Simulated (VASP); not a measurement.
Input of a VASP 6.6.1 run:

File INCAR:

```
PREC     = Accurate       # precision mode
ENCUT    = 520            # plane-wave cutoff, eV
EDIFF    = 1E-6           # SCF threshold, eV
ISMEAR   = -1             # smearing method
SIGMA    = 0.08           # smearing width, eV
LREAL    = False          # projectors in reciprocal space
LASPH    = True           # aspherical terms in the spheres
NELM     = 60             # most SCF steps
ALGO     = Normal         # electronic algorithm
ISIF     = 2              # what is computed and relaxed
LWAVE    = False          # write WAVECAR
LCHARG   = False          # write CHGCAR
GGA      = PS             # functional
NBANDS   = 10             # bands
```

KPOINTS

```
regular mesh
0
Gamma
  11 11 15
```

Contents of POSCAR:

```
Be
1.0
    3.4577413166      0.0000000000      0.0000000000
   -1.7288706583      2.9944918199      0.0000000000
    0.0000000000      0.0000000000      2.1002560674
Be
3
Direct
    0.0000000000      0.0000000000      0.0000000000
    0.3333333333      0.6666666667      0.5000000000
    0.6666666667      0.3333333333      0.5000000000
```

Potentials or basis: VASP PAW PBE potentials, release 64 (Be).

The run is started by

```sh
$ cat potpaw_PBE.64/Be/POTCAR > POTCAR
$ mpirun -np 1 vasp_std > vasp.out
```

Problem. Estimate the band gap on the k mesh.

Solution. Zero (bands 3 and 4 overlap by 5.19 eV).

Problem. Predict the pressure.

Solution. 13.4 GPa.

Stress tensor (GPa, compression positive):
```
13.49  0.00  0.00
 0.00 13.49  0.00
 0.00  0.00 13.36
```

Caveat: the cell stands under pressure; the PAW data sets were made with another functional, which shifts forces and pressure a little.
